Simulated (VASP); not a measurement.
PbI2:

```xyz
3
Lattice="4.5639 0.0000 0.0000 -2.2819 3.9524 0.0000 0.0000 0.0000 7.0467" Properties=species:S:1:pos:R:3 pbc="T T T"
Pb    0.0000    0.0000    0.0000
I     2.2819    1.3175    5.1670
I     0.0000    2.6349    1.8797
```

Base run:

- Program: VASP 6.6.1
- Functional: r2SCAN
- Potentials or basis: VASP PAW PBE potentials, release 64 (Pb_d, I)
- Cutoff: 550 eV
- k mesh: 6 × 6 × 4
- Occupations: gaussian, width 0.01 eV
- Spin: no spin polarisation

Its results: band gap on the k mesh 2.62 eV; pressure 0.7 GPa; largest force 0.005 eV/Å.

Task: The run is repeated on the same cell with these changes: functional from r2SCAN to PBE; cutoff from 550 eV to 500 eV. What comes out?

Result: Band gap on the k mesh 2.23 eV; pressure 1.2 GPa; largest force 0.046 eV/Å.

Caveats: spin-orbit coupling is left out, which moves the levels of the heavy elements; the PAW data sets were made with another functional, which shifts forces and pressure a little (at least some runs); this functional lacks dispersion, which binds layers or chains, so the pressure and a relaxed spacing across them are unreliable (at least some runs).

A k mesh can miss the band edges.
